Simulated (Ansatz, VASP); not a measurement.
**Rh: VASP beside Ansatz**

```
CELL_PARAMETERS angstrom
2.68392 0.00000 0.00000
-1.34196 2.32434 0.00000
0.00000 0.00000 4.38484
ATOMIC_POSITIONS crystal
Rh 0.66667 0.33333 0.75000
Rh 0.33333 0.66667 0.25000
```

Change from the starting cell: strain -0.0150 x Voigt [1, 1, 0, 0, 0, 0], atoms carried along.

Alike in both runs: task single point; functional PBE; k mesh 24 × 24 × 14; occupations gaussian, width 0.15 eV; no spin polarisation.

|  | VASP | Ansatz |
| --- | --- | --- |
| version | VASP 6.6.1 | Ansatz 0.2.0 |
| potentials or method | VASP PAW PBE potentials, release 64 (Rh_pv), cutoff 520 eV | scalar-relativistic, plane waves, PAW |
| valence electrons in the cell | 30 | 34 |

Ansatz gave:

| Quantity | Value |
| --- | --- |
| gap on the k mesh at the Fermi level (eV) | none |
| pressure (GPa) | 8.4 |
| traceless stress, the component that is largest in VASP (GPa) | -2.30 |

Q: Which values does VASP return?

A: gap on the k mesh at the Fermi level (eV): none; pressure (GPa): 8.5; traceless stress, the component that is largest in VASP (GPa): -2.29.

A gap of «none» marks a metal or a gap that the smearing closes. VASP's potentials hold 30 valence electrons a cell and Ansatz's 34, so a difference there can come from the potentials and not from the codes.
